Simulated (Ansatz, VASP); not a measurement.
This is a calculation of CuO for Ansatz 0.2.0.

The input input.yaml:

```yaml
crystal:
  lattice:
    - [2.7784246776, 0.0, 0.0]
    - [-1.3892123339, 2.4061863546, 0.0]
    - [0.0, 0.0, 2.7116048266]
  atoms:
    - { symbol: Cu, position: [0.0, 0.0, 0.0] }
    - { symbol: O, position: [0.6666666667, 0.3333333333, 0.5] }
hamiltonian:
  xc: pbe
  pseudopotentials: { kind: paw }
kpoints:
  mp_grid: { grid: [11, 11, 10] }
scf:
  occupations: { method: fermi_dirac, width: 0.05 }
output:
  forces: true
  stress: true
  eigenvalues: true
```

Potentials or basis: Ansatz PAW.

The run is started by

```bash
$ ansatz run input.yaml --threads 2 --pin off --max-ram 5632MiB --backend cpu --events-out ev --progress --plain --runs-dir out
```

Q: Set up the same calculation for VASP 6.6.1. Potentials there: VASP PAW PBE potentials, release 64 (Cu, O).

A: As run (the cutoff follows the program's own potentials):

The input INCAR:

```
  ALGO = Normal
  EDIFF = 1E-6
  ENCUT = 520
  GGA = PE
  ISIF = 2
  ISMEAR = -1
  LASPH = T
  LCHARG = F
  LREAL = F
  LWAVE = F
  NBANDS = 16
  NELM = 60
  PREC = Accurate
  SIGMA = 0.05
```

Contents of KPOINTS:

```
k-points
0
Gamma
  11 11 10
```

File POSCAR:

```
CuO
1.0
    2.7784246776      0.0000000000      0.0000000000
   -1.3892123339      2.4061863546      0.0000000000
    0.0000000000      0.0000000000      2.7116048266
Cu O
1 1
Direct
    0.0000000000      0.0000000000      0.0000000000
    0.6666666667      0.3333333333      0.5000000000
```

Potentials or basis: VASP PAW PBE potentials, release 64 (Cu, O).

Launch:

```bash
$ cat potpaw_PBE.64/Cu/POTCAR potpaw_PBE.64/O/POTCAR > POTCAR
$ mpirun -np 1 vasp_std > vasp.out
```

Both were run:

|  | VASP | Ansatz | Ansatz less VASP |
| --- | --- | --- | --- |
| gap on the k mesh at the Fermi level (eV) | none | none | - |
| pressure (GPa) | 11.8 | 11.5 | -0.28 |
| traceless stress, the component that is largest in VASP (GPa) | -5.41 | -5.43 | -0.015 |

A gap of «none» marks a metal or a gap that the smearing closes. The functional is the same, so the differences come from potentials, cutoffs and numerics. VASP's potentials hold 17 valence electrons a cell and Ansatz's 25, so a difference there can come from the potentials and not from the codes.
